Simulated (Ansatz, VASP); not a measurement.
Two plane-wave programs on Li4Al2Mo

Contents of INCAR:

```
PREC = Accurate
ENCUT = 520
EDIFF = 1E-6
ISMEAR = 0
SIGMA = 0.1
LREAL = False
LASPH = True
NELM = 60
ALGO = Normal
ISIF = 2
LWAVE = False
LCHARG = False
GGA = PE
NBANDS = 25
```

Contents of KPOINTS:

```
regular mesh
0
Gamma
  4 4 4
```

File POSCAR:

```
Li4Al2Mo
1.0
    5.4742219600      0.0000000000      0.0000000000
    0.0000000000      5.4742219600      0.0000000000
    0.0000000000      0.0000000000      3.8699679700
Li Al Mo
4 2 1
Direct
    0.2296476300      0.5000000000      0.0000000000
    0.7703523700      0.5000000000      0.0000000000
    0.5000000000      0.2296476300      0.0000000000
    0.5000000000      0.7703523700      0.0000000000
    0.0000000000      0.5000000000      0.5000000000
    0.5000000000      0.0000000000      0.5000000000
    0.5000000000      0.5000000000      0.5000000000
```

Input for Ansatz:

```yaml
crystal:
  lattice:
    - [5.47422196, 0.0, 0.0]
    - [0.0, 5.47422196, 0.0]
    - [0.0, 0.0, 3.86996797]
  atoms:
    - { symbol: Li, position: [0.22964763, 0.5, 0.0] }
    - { symbol: Li, position: [0.77035237, 0.5, 0.0] }
    - { symbol: Li, position: [0.5, 0.22964763, 0.0] }
    - { symbol: Li, position: [0.5, 0.77035237, 0.0] }
    - { symbol: Al, position: [0.0, 0.5, 0.5] }
    - { symbol: Al, position: [0.5, 0.0, 0.5] }
    - { symbol: Mo, position: [0.5, 0.5, 0.5] }
basis:
  ecutwfc: 420
kpoints:
  mp_grid: { grid: [4, 4, 4] }
hamiltonian:
  xc: pbe
scf:
  occupations: { method: gaussian, width: 0.1 }
  lower_state_search: "off"
output:
  forces: true
  stress: true
  eigenvalues: true
```

Alike in both runs: task single point; functional PBE; k mesh 4 × 4 × 4; occupations gaussian, width 0.1 eV; no spin polarisation.

```csv
,VASP,Ansatz
version,VASP 6.6.1,Ansatz 0.2.0
potentials or method,"VASP PAW PBE potentials, release 64 (Li_sv, Al, Mo_sv), cutoff 520 eV","scalar-relativistic, plane waves, PAW"
valence electrons in the cell,32,32
```

|  | VASP | Ansatz | Ansatz less VASP |
| --- | --- | --- | --- |
| gap on the k mesh at the Fermi level (eV) | none | none | - |
| rms of the force components (eV/Å) | 0.247 | 0.243 | -0.0035 |

Atom by atom the forces differ by 0.004 eV/Å (rms over components). A gap of «none» marks a metal or a gap that the smearing closes. With one functional, cell and mesh, what is left measures potentials, basis and numerics.

The k mesh is coarse, so the values compare programs but aren't converged. Noted on VASP's run: the cutoff is under 1.25 times that of the potentials, so the pressure is a little rough.
